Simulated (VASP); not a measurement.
Crystal: BeTe.

```xyz
2
Lattice="0.0000 2.8243 2.8243 2.8243 0.0000 2.8243 2.8243 2.8243 0.0000" Properties=species:S:1:pos:R:3 pbc="T T T"
Te    4.2365    4.2365    4.2365
Be    0.0000    0.0000    0.0000
```

Base run:

- Program: VASP 6.6.1
- Functional: PBE exchange alone
- Potentials or basis: VASP PAW PBE potentials, release 64 (Te, Be)
- Cutoff: 520 eV
- k mesh: 8 × 8 × 8
- Occupations: fermi-dirac, width 0.05 eV
- Spin: no spin polarisation

Its results: band gap on the k mesh 2.24 eV, indirect (least direct gap 3.69 eV); pressure 8.1 GPa.

Problem. The run is repeated on the same cell with these changes: functional from PBE exchange alone to r2SCAN. What comes out?

Solution. Band gap on the k mesh 2.36 eV, indirect (least direct gap 4.03 eV); pressure 0.4 GPa.

Caveats: spin-orbit coupling is left out, which moves the levels of the heavy elements; the PAW data sets were made with another functional, which shifts forces and pressure a little (some runs).

A k mesh can miss the band edges.
